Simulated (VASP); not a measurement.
Write the native input for VASP 6.6.1 that does the following.

| Quantity | Value |
| --- | --- |
| Task | single point |
| Functional | PBE |
| Potentials or basis | VASP PAW PBE potentials, release 64 (Pt, Ag) |
| Cutoff | 520 eV |
| k mesh | 9 × 9 × 1 |
| Occupations | gaussian, width 0.1 eV |
| Spin | no spin polarisation |
| Dipole correction | yes |
| Further INCAR settings | LREAL = Auto; ALGO = Normal; EDIFF = 1e-07; NBANDS = 160 |

The structure of AgPt27 lies in POSCAR:

```
AgPt27
1.0
    5.5493740188      0.0000000000      0.0000000000
    2.7746870094      4.8058988753      0.0000000000
    0.0000000000      0.0000000000     30.5931347378
Pt Ag
27 1
Direct
    0.0000000000      0.0000000000      0.2778401126
    0.0000000000      0.5000000000      0.2778401126
    0.5000000000      0.0000000000      0.2778401126
    0.5000000000      0.5000000000      0.2778401126
    0.1666666667      0.1666666667      0.3518934084
    0.1666666667      0.6666666667      0.3518934084
    0.6666666667      0.1666666667      0.3518934084
    0.6666666667      0.6666666667      0.3518934084
    0.3333333333      0.3333333333      0.4259467042
    0.3333333333      0.8333333333      0.4259467042
    0.8333333333      0.3333333333      0.4259467042
    0.8333333333      0.8333333333      0.4259467042
    0.0000000000      0.0000000000      0.5000000000
    0.0000000000      0.5000000000      0.5000000000
    0.5000000000      0.0000000000      0.5000000000
    0.5000000000      0.5000000000      0.5000000000
    0.1666666667      0.1666666667      0.5740532958
    0.1666666667      0.6666666667      0.5740532958
    0.6666666667      0.1666666667      0.5740532958
    0.6666666667      0.6666666667      0.5740532958
    0.3333333333      0.3333333333      0.6481065916
    0.3333333333      0.8333333333      0.6481065916
    0.8333333333      0.3333333333      0.6481065916
    0.8333333333      0.8333333333      0.6481065916
    0.5000000000      0.0000000000      0.7221598874
    0.0000000000      0.5000000000      0.7221598874
    0.0000000000      0.0000000000      0.7221598874
    0.5000000000      0.5000000000      0.7221598874
```

These files were run (other wordings do the same):

INCAR

```
PREC     = Accurate       # precision mode
ENCUT    = 520            # plane-wave cutoff, eV
EDIFF    = 1E-7           # SCF threshold, eV
ISMEAR   = 0              # smearing method
SIGMA    = 0.1            # smearing width, eV
LREAL    = Auto         
LASPH    = True           # aspherical terms in the spheres
NELM     = 100            # most SCF steps
ALGO     = Normal         # electronic algorithm
ISIF     = 2              # what is computed and relaxed
LWAVE    = False          # write WAVECAR
LCHARG   = True           # write CHGCAR
LDIPOL   = True         
IDIPOL   = 3            
DIPOL    = 0.5 0.5 0.500
GGA      = PE             # functional
LELF     = True           # ELF
LVHAR    = True         
LVACPOTAV= True         
NBANDS   = 160            # bands
LUSENCCL = False
```

KPOINTS

```
Automatic mesh
0
Gamma
  9 9 1
```

Potentials or basis: VASP PAW PBE potentials, release 64 (Pt, Ag).

Run with:

```console
$ cat potpaw_PBE.64/Pt/POTCAR potpaw_PBE.64/Ag/POTCAR > POTCAR
$ mpirun -np 1 vasp_std > vasp.out
```

Results of the run:

| Property | Result |
| --- | --- |
| Largest force | 1.401 eV/Å |
| Band gap on the k mesh | zero (an odd number of electrons rules out a gap without spin polarisation) |

Caveat: spin-orbit coupling is left out, which moves the levels of the heavy elements.

Run time: 17 min on 1 × NVIDIA H100 80GB with 1 thread of AMD EPYC 7R13 Processor (Zen 3), with other jobs on the host, peak memory 2.3 GiB.
